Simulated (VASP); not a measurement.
Crystal: Rh.

```
CELL_PARAMETERS angstrom
2.69174 0.00000 0.00000
-1.34587 2.33112 0.00000
0.00000 0.00000 8.79807
ATOMIC_POSITIONS crystal
Rh 0.00000 0.00000 0.00000
Rh 0.33333 0.66667 0.25000
Rh 0.00000 0.00000 0.50000
Rh 0.66667 0.33333 0.75000
```

This isn't the form of Rh at room conditions, which is fcc.

```yaml
Program: VASP 6.6.1
Task: relaxation of cell and atoms
Functional: LDA
Potentials_or_basis: VASP PAW LDA potentials, release 64 (Rh_pv)
Cutoff: 600 eV
k_mesh: 12 × 12 × 2
Occupations: gaussian, width 0.1 eV
Spin: no spin polarisation
```

At the start: pressure -11.0 GPa; volume 13.80 Å³/atom.

Q: Where does the relaxation end?

A: Over 4 steps the energy falls by 18.8 meV/atom and the volume is 13.28 Å³/atom (-3.8 %); space group P6_3/mmc (No. 194, to 0.1 Å) before and after.

The path:
| step | energy change (eV) | largest force (eV/Å) | pressure (GPa) | volume (Å³) |
| --- | --- | --- | --- | --- |
| 1 | 0.0000 | 0.0000 | -11.01 | 55.21 |
| 2 | 0.5298 | 0.0000 | 41.73 | 47.97 |
| 3 | -0.0752 | 0.0000 | -0.46 | 53.19 |
| 4 | -0.0753 | 0.0000 | -0.09 | 53.13 |

Final structure:
```cif
data_structure
_symmetry_space_group_name_H-M 'P 1'
_symmetry_Int_Tables_number 1
_cell_length_a 2.6586
_cell_length_b 2.6586
_cell_length_c 8.6791
_cell_angle_alpha 90.000
_cell_angle_beta 90.000
_cell_angle_gamma 120.000
_cell_volume 53.13
loop_
_atom_site_label
_atom_site_type_symbol
_atom_site_fract_x
_atom_site_fract_y
_atom_site_fract_z
_atom_site_occupancy
Rh1 Rh 0.00000 0.00000 0.00000 1
Rh2 Rh 0.33333 0.66667 0.25000 1
Rh3 Rh 0.00000 0.00000 0.50000 1
Rh4 Rh 0.66667 0.33333 0.75000 1
```
